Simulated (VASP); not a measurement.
Write the native input for VASP 6.6.1 that does the following.

```yaml
Task: single point
Functional: LDA
Potentials_or_basis: VASP PAW LDA potentials, release 64 (Ru_pv)
Cutoff: 520 eV
k_mesh: 15 × 15 × 15
Occupations: fermi-dirac, width 0.1 eV
Spin: no spin polarisation
Dipole_correction: no
Further_INCAR_settings: ALGO = Normal; EDIFF = 1e-06; NBANDS = 13
```

The structure of Ru lies in POSCAR:

```
Ru
1.0
   -1.5003556195      1.5003556195      1.5003556195
    1.5003556195     -1.5003556195      1.5003556195
    1.5003556195      1.5003556195     -1.5003556195
Ru
1
Direct
    0.0000000000      0.0000000000      0.0000000000
```

The input as run:

INCAR

```
ALGO = Normal
EDIFF = 1E-6
ENCUT = 520
GGA = CA
ISIF = 2
ISMEAR = -1
LASPH = T
LCHARG = F
LREAL = F
LWAVE = F
NBANDS = 13
NELM = 100
PREC = Accurate
SIGMA = 0.1
```

KPOINTS

```
k-points
0
Gamma
  15 15 15
```

Potentials or basis: VASP PAW LDA potentials, release 64 (Ru_pv).

Command:

```bash
$ cat potpaw_LDA.64/Ru_pv/POTCAR > POTCAR
$ mpirun -np 1 vasp_std > vasp.out
```

It gave:

| Property | Result |
| --- | --- |
| Pressure | 0.9 GPa |
| Band gap on the k mesh | zero (band 7 reaches 14.71 eV, above the bottom of band 8 at 11.32 eV) |

Run time: 24 s on 1 thread of Intel Xeon 8259CL (shared host), peak memory 0.13 GiB.
